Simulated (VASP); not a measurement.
A run of VASP 6.6.1:

The input INCAR:

```
ALGO = Normal
EDIFF = 1E-6
ENCUT = 400
GGA = PE
GGA_COMPAT = F
ISIF = 2
ISMEAR = 0
LASPH = T
LCHARG = F
LREAL = F
LWAVE = F
NBANDS = 11
NELM = 120
PREC = Accurate
SIGMA = 0.1
```

File KPOINTS:

```
k-points
0
Gamma
  10 10 10
```

The input POSCAR:

```
Pd
1.0
    0.0000000000      2.9495355677      2.9495355677
    2.9495355677      0.0000000000      2.9495355677
    2.9495355677      2.9495355677      0.0000000000
Pd
1
Direct
    0.0000000000      0.0000000000      0.0000000000
```

Potentials or basis: VASP PAW PBE potentials, release 64 (Pd).

Run with:

```sh
$ cat potpaw_PBE.64/Pd/POTCAR > POTCAR
$ mpirun -np 1 vasp_std > vasp.out
```

Hardware: 1 thread of AMD EPYC 9R45 96-Core Processor (Zen 5) (shared host).

Question: Estimate the wall time of this run.

Answer: Wall time 8.9 s on 1 thread of AMD EPYC 9R45 96-Core Processor (Zen 5), with other jobs on the host, peak memory 0.13 GiB. Counts: scf iterations 11, k points 47.
